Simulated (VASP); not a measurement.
# ReB (P4/mmm) in VASP: further runs, part 2 of 2

VASP 6.6.1. Earlier steps stand in the parts before.

### 3 Relaxation of cell and atoms, PBE

INCAR reads:

```
PREC = Accurate
ENCUT = 600
EDIFF = 1E-6
ISMEAR = 0
SIGMA = 0.1
LREAL = F
LASPH = T
NELM = 100
ALGO = Normal
ISIF = 3
LWAVE = F
LCHARG = F
GGA = PE
IBRION = 2
NSW = 100
EDIFFG = -0.01
```

KPOINTS reads:

```
regular mesh
0
Gamma
  22 22 14
```

POSCAR reads:

```
ReB
1.0
    2.5332745697      0.0000000000      0.0000000000
    0.0000000000      2.5332745697      0.0000000000
    0.0000000000      0.0000000000      4.2986913098
Re B
1 1
Direct
    0.0000000000      0.0000000000      0.5000000000
    0.0000000000      0.0000000000      0.0000000000
```

Potentials or basis: VASP PAW PBE potentials, release 64 (Re, B).

Started as:

```
cat potpaw_PBE.64/Re/POTCAR potpaw_PBE.64/B/POTCAR > POTCAR
mpirun -np 1 vasp_std > vasp.out
```

OUTCAR:

```text
PREC = Accurate
   ENCUT = 600
   EDIFF = 1E-6
   ISMEAR = 0
   LREAL = F
   LASPH = T
   NELM = 100
   ISIF = 3
   GGA = PE
   IBRION = 2
   NSW = 100
   EDIFFG = -0.01

 ion  position               nearest neighbor table
   1  0.000  0.000  0.500-   2 2.15   2 2.15
   2  0.000  0.000  0.000-   1 2.15   1 2.15

  LATTYP: Found a simple tetragonal cell.
 ALAT       =     2.5332745697
 C/A-ratio  =     1.6968911942

  Lattice vectors:

 A1 = (   2.5332745697,   0.0000000000,   0.0000000000)
 A2 = (   0.0000000000,   2.5332745697,   0.0000000000)
 A3 = (   0.0000000000,   0.0000000000,   4.2986913098)

Analysis of symmetry for initial positions (statically):
=====================================================================
 Subroutine PRICEL returns:
 Original cell was already a primitive cell.

 Routine SETGRP: Setting up the symmetry group for a
 simple tetragonal supercell.

 Subroutine GETGRP returns: Found 16 space group operations
 (whereof 16 operations were pure point group operations)
 out of a pool of 16 trial point group operations.

The static configuration has the point symmetry D_4h.

Analysis of symmetry for dynamics (positions and initial velocities):
=====================================================================
 Subroutine PRICEL returns:
 Original cell was already a primitive cell.

 Routine SETGRP: Setting up the symmetry group for a
 simple tetragonal supercell.

 Subroutine GETGRP returns: Found 16 space group operations
 (whereof 16 operations were pure point group operations)
 out of a pool of 16 trial point group operations.

The dynamic configuration has the point symmetry D_4h.

 Subroutine INISYM returns: Found 16 space group operations
 (whereof 16 operations are pure point group operations),
 and found     1 'primitive' translations
[... 127 lines left out ...]
 non-spin polarized calculation
 Gauss-broadening in eV      SIGMA  =   0.10
  energy-cutoff  :      600.00
  volume of cell :       27.59
 maximum number of plane-waves:       938
   NGX = 11   NGY = 11   NGZ = 17

--------------------------------------- Ionic step        1  -------------------------------------------

 number of electron      10.0001595 magnetization

 number of electron       9.9999999 magnetization

 Free energy of the ion-electron system (eV)
  ---------------------------------------------------
  ext. energy  EPLUGINS =         0.00000000
  ---------------------------------------------------
  free energy    TOTEN  =       -16.12713716 eV

  energy without entropy =      -16.11999651  energy(sigma->0) =      -16.12356684

------------------------ aborting loop because EDIFF is reached ----------------------------------------

  FORCE on cell =-STRESS in cart. coord.  units (eV):
  Direction    XX          YY          ZZ          XY          YZ          ZX
  --------------------------------------------------------------------------------------
  -------------------------------------------------------------------------------------
  Total       -0.0835254     -0.0835254      0.2489544      0.0000000      0.0000000     -0.0000000
  in kB       -4.8509688     -4.8509688     14.4587118      0.0000000      0.0000000     -0.0000000
  external PRESSURE =       1.5855914 kB  Pullay stress =       0.0000000 kB
[... 131 lines left out ...]
--------------------------------------- Ionic step        5  -------------------------------------------

 number of electron       9.9999998 magnetization

 Free energy of the ion-electron system (eV)
  ---------------------------------------------------
  ext. energy  EPLUGINS =         0.00000000
  ---------------------------------------------------
  free energy    TOTEN  =       -16.12754776 eV

  energy without entropy =      -16.12026148  energy(sigma->0) =      -16.12390462

 E-fermi :   5.3821     XC(G=0): -11.8519

 val. band max:        5.3803180326   @ k =   0.4091   0.3182   0.0000
 cond. band min:       5.3844410439   @ k =   0.4091   0.0909   0.2143
 fundamental gap:      0.0041230113
 Fermi energy:         5.3821258444

 k-point     1 :       0.0000    0.0000    0.0000
  band No.  band energies     occupation
      1      -5.3776      2.00000
      2      -0.9771      2.00000
      3       0.1932      2.00000
      4       3.1831      2.00000
      5       7.0918      0.00000
      6       7.0918      0.00000
      7       9.3736      0.00000
      8       9.8249      0.00000
      9      11.5959      0.00000
[... 265 lines left out ...]
 k-point    24 :       0.0909    0.0909    0.0000
  band No.  band energies     occupation
      1      -5.0098      2.00000
      2      -0.3952      2.00000
      3       0.7039      2.00000
      4       3.0733      2.00000
      5       6.6182      0.00000
      6       7.0446      0.00000
      7       8.5317      0.00000
      8       9.3885      0.00000
      9      10.6391      0.00000

 [... further k-points ...]

------------------------ aborting loop because EDIFF is reached ----------------------------------------

  FORCE on cell =-STRESS in cart. coord.  units (eV):
  Direction    XX          YY          ZZ          XY          YZ          ZX
  --------------------------------------------------------------------------------------
  -------------------------------------------------------------------------------------
  Total        0.0055862      0.0055862     -0.0005037      0.0000000      0.0000000      0.0000000
  in kB        0.3245302      0.3245302     -0.0292634      0.0000000      0.0000000      0.0000000
  external PRESSURE =       0.2065990 kB  Pullay stress =       0.0000000 kB
[... 17 lines left out ...]
  FREE ENERGIE OF THE ION-ELECTRON SYSTEM (eV)
  ---------------------------------------------------
  free  energy   TOTEN  =       -16.1275477592 eV

  energy  without entropy=      -16.1202614775  energy(sigma->0) =      -16.12390462

 reached required accuracy - stopping structural energy minimisation
```

CONTCAR:

```text
ReB
   1.00000000000000
     2.5298389223683091   -0.0000000000000000   -0.0000000000000000
    -0.0000000000000000    2.5298389223683091   -0.0000000000000000
    -0.0000000000000000    0.0000000000000000    4.3090824848291893
  Re              B
     1     1
Direct
     0.0000000000000000    1.0000000000000000    0.5000000000000000
     0.0000000000000000    0.0000000000000000    0.0000000000000000

  0.00000000E+00  0.00000000E+00  0.00000000E+00
  0.00000000E+00  0.00000000E+00  0.00000000E+00
```

Run time: 2.7 min. Hardware: 1 thread of Intel Xeon 6975P-C (Granite Rapids), shared host; peak memory 0.36 GiB.

What came out:

| Item | Value |
| --- | --- |
| Free energy | -16.1275 eV |
| Relaxed volume | 13.79 Å³/atom |
| Relaxed cell | a = 2.530 Å, b = 2.530 Å, c = 4.309 Å, α = 90.00°, β = 90.00°, γ = 90.00° |
| Space group after relaxing (to 0.1 Å) | P4/mmm (No. 123) |
| Energy gained by relaxing | 0.2 meV/atom |
| Ionic steps | 5 |
| Pressure after relaxing | 0.0 GPa |
| Band gap on the k mesh | zero (bands 5 and 6 overlap by 2.81 eV) |

Step by step:
```tsv
step	energy change (eV)	largest force (eV/Å)	pressure (GPa)	volume (Å³)
1	0.0000	0.0000	0.16	27.59
2	0.0003	0.0000	-0.72	27.64
3	-0.0004	0.0000	-0.21	27.61
4	-0.0004	0.0000	0.19	27.55
5	-0.0004	0.0000	0.02	27.58
```

Final structure:
```
Re B
1.0
     2.52984    0.00000    0.00000
     0.00000    2.52984    0.00000
     0.00000    0.00000    4.30908
Re B
1 1
Direct
  0.00000 0.00000 0.50000
  0.00000 0.00000 0.00000
```

Levels at points of the mesh, in eV from the Fermi level:
```tsv
k point	band 3	band 4	band 5	band 6	band 7	band 8
(0.00, 0.00, 0.00)	-5.19	-2.20	1.71	1.71	3.99	4.44
(0.50, 0.00, 0.00)	-4.10	-3.81	0.26	0.79	2.35	4.25
(0.50, 0.50, 0.00)	-2.65	-2.65	-0.83	-0.83	3.02	6.76
(0.00, 0.00, 0.50)	-5.25	-5.17	1.05	1.05	3.99	7.94
(0.50, 0.00, 0.50)	-4.73	-4.14	0.28	1.24	1.38	1.84
(0.50, 0.50, 0.50)	-4.18	-3.07	-0.66	2.89	2.89	6.55
```

Caveat: spin-orbit coupling is left out, which moves the levels of the heavy elements.

### 4 Single point, PBE

INCAR reads:

```
SYSTEM = ReB
  PREC = Accurate
  ENCUT = 520
  EDIFF = 1E-6
  ISMEAR = 0
  SIGMA = 0.1
  LREAL = .False.
  LASPH = .True.
  NELM = 100
  ALGO = Normal
  ISIF = 2
  LWAVE = .False.
  LCHARG = .False.
  GGA = PE
  NBANDS = 12
```

KPOINTS reads:

```
Automatic mesh
0
Gamma
  8 8 4
  0 0 0
```

POSCAR is that of step 3.

Started as:

```
cat potpaw_PBE.64/Re/POTCAR potpaw_PBE.64/B/POTCAR > POTCAR
mpirun -np 1 vasp_std > vasp.out
```

Run time: 6.9 s. Hardware: 1 thread of Intel Xeon 6975P-C (Granite Rapids), shared host; peak memory 0.14 GiB.

The run converged. Its results:

* Free energy: -16.1724 eV
* Pressure: -0.3 GPa
* Band gap on the k mesh: zero (bands 5 and 6 overlap by 2.68 eV)

Stress tensor (GPa, compression positive):
```
-0.86  0.00  0.00
 0.00 -0.86  0.00
 0.00  0.00  0.70
```

Levels at points of the mesh, in eV from the Fermi level:
```
           k point  band 1  band 2  band 3  band 4  band 5  band 6  band 7  band 8  band 9  band 10
(0.00, 0.00, 0.00)  -10.90   -6.41   -5.20   -2.32    1.58    1.58    3.92    4.37    6.02     6.02
(0.50, 0.00, 0.00)   -7.41   -4.52   -4.19   -3.95    0.21    0.63    2.21    4.19    5.29     7.42
(0.50, 0.50, 0.00)   -6.02   -4.55   -2.75   -2.75   -0.99   -0.99    2.83    6.68    7.14     8.57
(0.00, 0.00, 0.50)   -8.90   -7.96   -5.38   -5.18    0.90    0.90    3.92    7.79    7.79     9.29
(0.50, 0.00, 0.50)   -6.29   -4.98   -4.89   -4.27    0.23    1.16    1.31    1.69    8.33     8.79
(0.50, 0.50, 0.50)   -5.95   -4.32   -4.32   -3.27   -0.86    2.80    2.80    6.42    6.68     7.18
```

Caveat: the k points lie up to 0.37 Å⁻¹ apart, too coarse for converged energies and pressures of a metal; spin-orbit coupling is left out, which moves the levels of the heavy elements.

### 5 The runs side by side

```csv
task,cell,k mesh,cutoff (eV),gap on the mesh (eV),pressure (GPa)
single point,"a = 2.535, b = 2.535, c = 4.302 Å, 2 atoms",22 × 22 × 14,520,none,-0.3
relaxation of cell and atoms,"relaxed from a = 2.533, b = 2.533, c = 4.299 Å, 2 atoms",22 × 22 × 14,600,none,0.0
single point,"a = 2.533, b = 2.533, c = 4.299 Å, 2 atoms",8 × 8 × 4,520,none,-0.3
```

Alike in all rows: level PBE; potentials or basis VASP PAW PBE potentials, release 64 (Re, B); no spin polarisation; smearing gaussian 0.1 eV.

Caveats: some runs use coarse meshes; spin-orbit coupling is left out, which moves the levels of the heavy elements.

Absolute energies hang on the potentials; compare differences alone.

The gap in the log of VASP goes by the Fermi energy; the results here count the filled bands.